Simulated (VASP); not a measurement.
# Ag (Fm-3m) in VASP: further runs

Runs on Ag. Level: PBE. Tasks: single point.

Program: VASP 6.6.1. These are calculated values, not measurements. Logs are shortened: lines on timing, memory, paths and dates and some standing lists are left out, and cuts for length are marked.

### Step 1. The cell of the first run

The structure is cubic, space group Fm-3m (No. 225). The conventional cell has a = 4.060 Å, b = 4.060 Å, c = 4.060 Å, α = 90.00°, β = 90.00°, γ = 90.00°. Ag (site symmetry m-3m) has 12 Ag at 2.87 Å within 3.8 Å.

### Step 2. Single point, PBE

INCAR reads:

```
SYSTEM = Ag
PREC = Accurate ; ENCUT = 500
EDIFF = 1E-6 ; ISMEAR = 0
SIGMA = 0.1 ; LREAL = .FALSE.
LASPH = .TRUE. ; NELM = 120
ALGO = Normal ; ISIF = 2
LWAVE = .FALSE. ; LCHARG = .FALSE.
GGA = PE ; NBANDS = 12
GGA_COMPAT = .FALSE.
```

KPOINTS reads:

```
regular mesh
0
G
  8 8 8
  0 0 0
```

POSCAR reads:

```
Ag
1.0
    0.0000000000      2.0300000000      2.0300000000
    2.0300000000      0.0000000000      2.0300000000
    2.0300000000      2.0300000000      0.0000000000
Ag
1
Direct
    0.0000000000      0.0000000000      0.0000000000
```

Potentials or basis: VASP PAW PBE potentials, release 64 (Ag).

The run is started by

```bash
cat potpaw_PBE.64/Ag/POTCAR > POTCAR
mpirun -np 1 vasp_std > vasp.out
```

OUTCAR:

```text
SYSTEM = Ag
   PREC = Accurate
   ENCUT = 500
   EDIFF = 1E-6
   ISMEAR = 0
   LREAL = .FALSE.
   LASPH = .TRUE.
   NELM = 120
   ISIF = 2
   GGA = PE

 ion  position               nearest neighbor table
   1  0.000  0.000  0.000-

  LATTYP: Found a face centered cubic cell.
 ALAT       =     4.0600000000

  Lattice vectors:

 A1 = (   0.0000000000,   2.0300000000,   2.0300000000)
 A2 = (   2.0300000000,   0.0000000000,   2.0300000000)
 A3 = (   2.0300000000,   2.0300000000,   0.0000000000)

Analysis of symmetry for initial positions (statically):
=====================================================================
 Subroutine PRICEL returns:
 Original cell was already a primitive cell.

 Routine SETGRP: Setting up the symmetry group for a
 face centered cubic supercell.

 Subroutine GETGRP returns: Found 48 space group operations
 (whereof 48 operations were pure point group operations)
 out of a pool of 48 trial point group operations.

The static configuration has the point symmetry O_h .

Analysis of symmetry for dynamics (positions and initial velocities):
=====================================================================
 Subroutine PRICEL returns:
 Original cell was already a primitive cell.

 Routine SETGRP: Setting up the symmetry group for a
 face centered cubic supercell.

 Subroutine GETGRP returns: Found 48 space group operations
 (whereof 48 operations were pure point group operations)
 out of a pool of 48 trial point group operations.

The dynamic configuration has the point symmetry O_h .

 Subroutine INISYM returns: Found 48 space group operations
 (whereof 48 operations are pure point group operations),
 and found     1 'primitive' translations

----------------------------------------------------------------------------------------

                                     Primitive cell

  volume of cell :      16.7309

  direct lattice vectors                    reciprocal lattice vectors
     0.000000000  2.030000000  2.030000000    -0.246305419  0.246305419  0.246305419
     2.030000000  0.000000000  2.030000000     0.246305419 -0.246305419  0.246305419
     2.030000000  2.030000000  0.000000000     0.246305419  0.246305419 -0.246305419

  length of vectors
     2.870853532  2.870853532  2.870853532     0.426613499  0.426613499  0.426613499

  position of ions in fractional coordinates (direct lattice)
     0.000000000  0.000000000  0.000000000

  ion indices of the primitive-cell ions
   primitive index   ion index
                 1           1

----------------------------------------------------------------------------------------

 KPOINTS: regular mesh

Automatic generation of k-mesh.
 Grid dimensions read from file:
 generate k-points for:    8    8    8

 Generating k-lattice:

  Cartesian coordinates                     Fractional coordinates (reciprocal lattice)
    -0.030788177  0.030788177  0.030788177     0.125000000  0.000000000  0.000000000
     0.030788177 -0.030788177  0.030788177     0.000000000  0.125000000  0.000000000
     0.030788177  0.030788177 -0.030788177     0.000000000  0.000000000  0.125000000

  Length of vectors
     0.053326687  0.053326687  0.053326687

  Shift w.r.t. Gamma in fractional coordinates (k-lattice)
     0.000000000  0.000000000  0.000000000

 Subroutine IBZKPT returns following result:
 ===========================================

 Found     29 irreducible k-points:

 Following reciprocal coordinates:
            Coordinates               Weight
  0.000000  0.000000  0.000000      1.000000
  0.125000  0.000000  0.000000      8.000000
  0.250000  0.000000  0.000000      8.000000
  0.375000  0.000000  0.000000      8.000000
  0.500000  0.000000  0.000000      4.000000
  0.125000  0.125000  0.000000      6.000000
[... 16 lines left out ...]
  0.500000  0.250000  0.125000     48.000000
 -0.375000  0.250000  0.125000     24.000000
 [... further k-points ...]
   k-points           NKPTS =     29   k-points in BZ     NKDIM =     29   number of bands    NBANDS=     12
   number of dos      NEDOS =    301   number of ions     NIONS =      1
   total plane-waves  NPLWV =  13824
   dimension x,y,z NGX =    24 NGY =   24 NGZ =   24
   dimension x,y,z NGXF=    48 NGYF=   48 NGZF=   48
   ions per type =               1
   NGX,Y,Z   is equivalent  to a cutoff of  13.90, 13.90, 13.90 a.u.
   NGXF,Y,Z  is equivalent  to a cutoff of  27.80, 27.80, 27.80 a.u.
 SYSTEM =  Ag
   PREC   = accura    normal or accurate (medium, high low for compatibility)
   ISTART =      0    job   : 0-new  1-cont  2-samecut
   ICHARG =      2    charge: 1-file 2-atom 10-const
   ISPIN  =      1    spin polarized calculation?
   LNONCOLLINEAR =      F non collinear calculations
   LSORBIT =      F    spin-orbit coupling
   LASPH  =      T    aspherical Exc in radial PAW
   ENCUT  =  500.0 eV  36.75 Ry    6.06 a.u.   5.23  5.23  5.23*2*pi/ulx,y,z
   NELM   =    120;   NELMIN=  2; NELMDL= -5     # of ELM steps
   EDIFF  = 0.1E-05   stopping-criterion for ELM
   LREAL  =      F    real-space projection
   EDIFFG = 0.1E-04   stopping-criterion for IOM
   NSW    =      0    number of steps for IOM
   IBRION =     -1    ionic relax: 0-MD 1-quasi-New 2-CG
   NFREE  =      0    steps in history (QN), initial steepest desc. (CG)
   ISIF   =      2    stress and relaxation
   ISYM   =      2    0-nonsym 1-usesym 2-fastsym
   POTIM  = 0.5000    time-step for ionic-motion
   TEBEG  =    0.0;   TEEND  =   0.0 temperature during run
   PSTRESS=    0.0 pullay stress
   NELECT =      11.0000    total number of electrons
   NUPDOWN=      -1.0000    fix difference up-down
   EMIN   =  10.00;   EMAX   =-10.00  energy-range for DOS
   EFERMI =   0.00;   METHOD = LEGACY
   ISMEAR =     0;   SIGMA  =   0.10  broadening in eV -4-tet -1-fermi 0-gaus
   EFERMI_NEDOS =   21; number of points for ismear=-14 and -15
   IALGO  =     38    algorithm
   IMIX   =      4    mixing-type and parameters
     AMIX     =   0.40;   BMIX     =  1.00
     AMIX_MAG =   1.60;   BMIX_MAG =  1.00
  volume/ion in A,a.u.               =      16.73       112.91
  Fermi-wavevector in a.u.,A,eV,Ry     =   1.423529  2.690080 27.571324  2.026435
  Thomas-Fermi vector in A             =   2.544117
   LORBIT       =      0    0 simple, 1 ext, 2 COOP (PROOUT), +10 PAW based schemes
   GGA     = PE    functional components
   LHFCALC =     F    Hartree Fock is set to
   AEXX    =    0.0000 exact exchange contribution
   IVDW    =     0    specifies the selected vdW correction
   LEPSILON=     F    determine dielectric tensor
   LRPA    =     F    only Hartree local field effects (RPA)
 non-spin polarized calculation
 Gauss-broadening in eV      SIGMA  =   0.10
  energy-cutoff  :      500.00
  volume of cell :       16.73
 maximum number of plane-waves:       444
 NGX is ok and might be reduce to    24
   NGX = 11   NGY = 11   NGZ = 11

 number of electron      11.0000000 magnetization

 Free energy of the ion-electron system (eV)
  ---------------------------------------------------
  ext. energy  EPLUGINS =         0.00000000
  ---------------------------------------------------
  free energy    TOTEN  =        -2.66547071 eV

  energy without entropy =       -2.66243684  energy(sigma->0) =       -2.66395377

 E-fermi :   8.5166     XC(G=0): -12.3219

 val. band max:        8.4420610983   @ k =   0.5000   0.2500   0.1250
 cond. band min:       8.9327378685   @ k =   0.5000   0.3750   0.1250
 fundamental gap:      0.4906767702
 Fermi energy:         8.5166260525

 k-point     1 :       0.0000    0.0000    0.0000
  band No.  band energies     occupation
      1       0.7886      2.00000
      2       3.8276      2.00000
      3       3.8276      2.00000
      4       3.8276      2.00000
      5       4.8978      2.00000
      6       4.8978      2.00000
      7      24.7614      0.00000
      8      28.4519      0.00000
      9      28.4519      0.00000
     10      28.4519      0.00000
     11      33.3035      0.00000
     12      34.5769      0.00000

 k-point     2 :       0.1250    0.0000    0.0000
  band No.  band energies     occupation
      1       1.2669      2.00000
      2       3.7355      2.00000
      3       3.9493      2.00000
      4       3.9493      2.00000
      5       4.8617      2.00000
      6       4.8617      2.00000
      7      24.3629      0.00000
      8      25.9431      0.00000
      9      28.6507      0.00000
     10      28.6507      0.00000
     11      32.3942      0.00000
     12      33.8500      0.00000

 k-point     3 :       0.2500    0.0000    0.0000
  band No.  band energies     occupation
      1       2.1889      2.00000
      2       4.0339      2.00000
      3       4.0339      2.00000
      4       4.0631      2.00000
      5       5.0249      2.00000
      6       5.0249      2.00000
      7      19.9868      0.00000
      8      25.3788      0.00000
      9      28.5959      0.00000
     10      28.5959      0.00000
     11      31.8016      0.00000
     12      32.2115      0.00000

 k-point     4 :       0.3750    0.0000    0.0000
  band No.  band energies     occupation
      1       2.2700      2.00000
      2       3.8876      2.00000
      3       3.8876      2.00000
      4       5.4843      2.00000
      5       5.4843      2.00000
      6       6.1702      2.00000
      7      15.2956      0.00000
      8      24.4350      0.00000
      9      27.4421      0.00000
     10      27.4421      0.00000
     11      31.7826      0.00000
     12      31.7826      0.00000

 k-point     5 :       0.5000    0.0000    0.0000
  band No.  band energies     occupation
      1       2.1843      2.00000
      2       3.8037      2.00000
      3       3.8037      2.00000
      4       5.7200      2.00000
      5       5.7200      2.00000
      6       8.2453      1.99988
      7      12.4118      0.00000
      8      23.9951      0.00000
      9      26.7683      0.00000
     10      26.7683      0.00000
     11      31.8310      0.00000
     12      31.8310      0.00000
[... 228 lines left out ...]
      1       2.1328      2.00000
      2       2.2804      2.00000
      3       5.6871      2.00000
      4       5.9350      2.00000
      5       5.9350      2.00000
      6      10.2853      0.00000
      7      15.5920      0.00000
      8      19.4589      0.00000
      9      19.4589      0.00000
     10      26.1112      0.00000
     11      26.1998      0.00000
     12      38.4888      0.00000

 k-point    22 :       0.3750    0.2500    0.1250
  band No.  band energies     occupation
      1       2.9989      2.00000
      2       3.1734      2.00000
      3       3.9060      2.00000
      4       4.7230      2.00000
      5       4.9222      2.00000
      6       6.2339      2.00000
      7      20.7197      0.00000
      8      21.0853      0.00000
      9      25.1115      0.00000
     10      28.2230      0.00000
     11      30.2953      0.00000
     12      33.3765      0.00000

 k-point    23 :       0.5000    0.2500    0.1250
  band No.  band energies     occupation
      1       2.9208      2.00000
      2       3.5064      2.00000
      3       3.8559      2.00000
      4       4.6292      2.00000
      5       5.4204      2.00000
      6       8.4421      1.70835
      7      16.1787      0.00000
      8      20.6266      0.00000
      9      22.9558      0.00000
     10      27.9712      0.00000
     11      31.4866      0.00000
     12      35.0356      0.00000

 k-point    24 :      -0.3750    0.2500    0.1250
  band No.  band energies     occupation
      1       2.8634      2.00000
      2       3.3574      2.00000
      3       4.2671      2.00000
      4       4.4470      2.00000
      5       5.6415      2.00000
      6      11.0089      0.00000
      7      12.7466      0.00000
      8      21.2876      0.00000
      9      21.4095      0.00000
     10      27.3481      0.00000
     11      32.1930      0.00000
     12      36.2362      0.00000

 [... further k-points ...]
[... 5 lines left out ...]
  --------------------------------------------------------------------------------------
  -------------------------------------------------------------------------------------
  Total        0.7849838      0.7849838      0.7849838      0.0000000      0.0000000      0.0000000
  in kB       75.1714931     75.1714931     75.1714931      0.0000000      0.0000000      0.0000000
  external PRESSURE =      75.1714931 kB  Pullay stress =       0.0000000 kB

 VOLUME and BASIS-vectors are now :
 -----------------------------------------------------------------------------
  energy-cutoff  :      500.00
  volume of cell :       16.73
      direct lattice vectors                 reciprocal lattice vectors
     0.000000000  2.030000000  2.030000000    -0.246305419  0.246305419  0.246305419
     2.030000000  0.000000000  2.030000000     0.246305419 -0.246305419  0.246305419
     2.030000000  2.030000000  0.000000000     0.246305419  0.246305419 -0.246305419

 POSITION                                       TOTAL-FORCE (eV/Angst)
 -----------------------------------------------------------------------------------
      0.00000      0.00000      0.00000         0.000000      0.000000      0.000000
 -----------------------------------------------------------------------------------
    total drift:                               -0.000000      0.000000     -0.000000

  FREE ENERGIE OF THE ION-ELECTRON SYSTEM (eV)
  ---------------------------------------------------
  free  energy   TOTEN  =        -2.6654707059 eV

  energy  without entropy=       -2.6624368367  energy(sigma->0) =       -2.66395377
```

Wall time 9.8 s (1 thread of Intel Xeon 8259CL, shared host); peak memory 0.14 GiB.

Results:

* Free energy: -2.6655 eV
* Pressure: 7.5 GPa

Levels at points of the mesh, in eV from the Fermi level:
```tsv
k point	band 4	band 5	band 6	band 7	band 8	band 9
(0.00, 0.00, 0.00)	-4.69	-3.62	-3.62	16.24	19.94	19.94
(0.50, 0.00, 0.00)	-2.80	-2.80	-0.27	3.90	15.48	18.25
(0.50, 0.50, 0.00)	-2.58	-2.58	1.77	7.08	10.94	10.94
```

### Step 3. Single point, PBE

This run uses another cell than the first one, of 17.84 Å³/atom, 1.066 times its volume.

INCAR reads:

```
SYSTEM = Ag
ALGO = Normal ; EDIFF = 1E-6
ENCUT = 500 ; GGA = PE
GGA_COMPAT = .FALSE. ; ISIF = 2
ISMEAR = 0 ; LASPH = .TRUE.
LCHARG = .FALSE. ; LREAL = .FALSE.
LWAVE = .FALSE. ; NBANDS = 12
NELM = 120 ; PREC = Accurate
SIGMA = 0.1
```

KPOINTS reads:

```
k-points
0
G
  18 18 18
  0 0 0
```

POSCAR reads:

```
Ag
1.0
    0.0000000000      2.0739533068      2.0739533068
    2.0739533068      0.0000000000      2.0739533068
    2.0739533068      2.0739533068      0.0000000000
Ag
1
Direct
    0.0000000000      0.0000000000      0.0000000000
```

Potentials or basis: VASP PAW PBE potentials, release 64 (Ag).

The run is started by

```bash
cat potpaw_PBE.64/Ag/POTCAR > POTCAR
mpirun -np 1 vasp_std > vasp.out
```

OUTCAR:

```text
SYSTEM = Ag
   EDIFF = 1E-6
   ENCUT = 500
   GGA = PE
   ISIF = 2
   ISMEAR = 0
   LASPH = .TRUE.
   LREAL = .FALSE.
   NELM = 120
   PREC = Accurate

 ion  position               nearest neighbor table
   1  0.000  0.000  0.000-

  LATTYP: Found a face centered cubic cell.
 ALAT       =     4.1479066136

  Lattice vectors:

 A1 = (   0.0000000000,   2.0739533068,   2.0739533068)
 A2 = (   2.0739533068,   0.0000000000,   2.0739533068)
 A3 = (   2.0739533068,   2.0739533068,   0.0000000000)

Analysis of symmetry for initial positions (statically):
=====================================================================
 Subroutine PRICEL returns:
 Original cell was already a primitive cell.

 Routine SETGRP: Setting up the symmetry group for a
 face centered cubic supercell.

 Subroutine GETGRP returns: Found 48 space group operations
 (whereof 48 operations were pure point group operations)
 out of a pool of 48 trial point group operations.

The static configuration has the point symmetry O_h .

Analysis of symmetry for dynamics (positions and initial velocities):
[... 160 lines left out ...]
 val. band max:        7.7540227617   @ k =   0.5000   0.1667   0.0556
 cond. band min:       7.8937170234   @ k =   0.5000   0.3333   0.1111
 fundamental gap:      0.1396942616
 Fermi energy:         7.7845428097

 k-point     1 :       0.0000    0.0000    0.0000
  band No.  band energies     occupation
      1       0.3752      2.00000
      2       3.1682      2.00000
      3       3.1682      2.00000
      4       3.1682      2.00000
      5       4.1219      2.00000
      6       4.1219      2.00000
      7      23.7349      0.00000
      8      27.0449      0.00000
      9      27.0449      0.00000
     10      27.0449      0.00000
     11      31.7442      0.00000
     12      32.6040      0.00000
[... 331 lines left out ...]
 k-point    24 :      -0.2222    0.0556    0.0000
  band No.  band energies     occupation
      1       1.7349      2.00000
      2       3.1934      2.00000
      3       3.3953      2.00000
      4       3.4225      2.00000
      5       4.0810      2.00000
      6       4.4235      2.00000
      7      19.0343      0.00000
      8      23.7901      0.00000
      9      26.0011      0.00000
     10      28.3980      0.00000
     11      29.1523      0.00000
     12      30.0567      0.00000

 [... further k-points ...]
[... 5 lines left out ...]
  --------------------------------------------------------------------------------------
  -------------------------------------------------------------------------------------
  Total       -0.0128581     -0.0128581     -0.0128581      0.0000000      0.0000000      0.0000000
  in kB       -1.1546772     -1.1546772     -1.1546772      0.0000000      0.0000000      0.0000000
  external PRESSURE =      -1.1546772 kB  Pullay stress =       0.0000000 kB

 VOLUME and BASIS-vectors are now :
 -----------------------------------------------------------------------------
  energy-cutoff  :      500.00
  volume of cell :       17.84
      direct lattice vectors                 reciprocal lattice vectors
     0.000000000  2.073953307  2.073953307    -0.241085466  0.241085466  0.241085466
     2.073953307  0.000000000  2.073953307     0.241085466 -0.241085466  0.241085466
     2.073953307  2.073953307  0.000000000     0.241085466  0.241085466 -0.241085466

 POSITION                                       TOTAL-FORCE (eV/Angst)
 -----------------------------------------------------------------------------------
      0.00000      0.00000      0.00000         0.000000      0.000000      0.000000
 -----------------------------------------------------------------------------------
    total drift:                               -0.000000      0.000000     -0.000000

  FREE ENERGIE OF THE ION-ELECTRON SYSTEM (eV)
  ---------------------------------------------------
  free  energy   TOTEN  =        -2.7208449784 eV

  energy  without entropy=       -2.7197577018  energy(sigma->0) =       -2.72030134
```

stdout:

```text
POSCAR found type information on POSCAR Ag
 POSCAR found :  1 types and       1 ions
 scaLAPACK will be used
 LDA part: xc-table for (Slater+PW92), standard interpolation
 POSCAR, INCAR and KPOINTS ok, starting setup
 FFT: planning ... GRIDC
 FFT: planning ... GRID_SOFT
 FFT: planning ... GRID
 WAVECAR not read
 entering main loop
```

Wall time 44 s (1 thread of Intel Xeon 8259CL, shared host); peak memory 0.17 GiB.

What came out:

```
Free energy : -2.7208 eV
Pressure    : -0.1 GPa
```
